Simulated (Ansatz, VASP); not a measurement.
# Two plane-wave programs on Ta

```xyz
1
Lattice="-1.6411 1.6411 1.6411 1.6411 -1.6411 1.6411 1.6411 1.6411 -1.6411" Properties=species:S:1:pos:R:3 pbc="T T T"
Ta    0.0000    0.0000    0.0000
```

Alike in both runs: functional PBEsol; k mesh 16 × 16 × 16; occupations gaussian, width 0.1 eV; no spin polarisation.

Ansatz relaxed the structure, and its values are those at the end. VASP's run is a single point on that final structure, the one shown.

|  | VASP | Ansatz |
| --- | --- | --- |
| version | VASP 6.6.1 | Ansatz 0.2.0 |
| potentials or method | VASP PAW PBE potentials, release 64 (Ta_pv) | scalar-relativistic, plane waves, PAW |
| plane-wave cutoff (eV) | 520 | 420 |
| valence electrons in the cell | 11 | 13 |

```csv
,VASP,Ansatz,Ansatz less VASP
gap on the k mesh at the Fermi level (eV),none,none,-
pressure (GPa),0.2,0.0,-0.21
```

VASP's potentials were made for PBE, not for PBEsol. A gap of «none» marks a metal or a gap that the smearing closes. VASP's potentials hold 11 valence electrons a cell and Ansatz's 13, so a difference there can come from the potentials and not from the codes.

Spin-orbit coupling is off throughout.
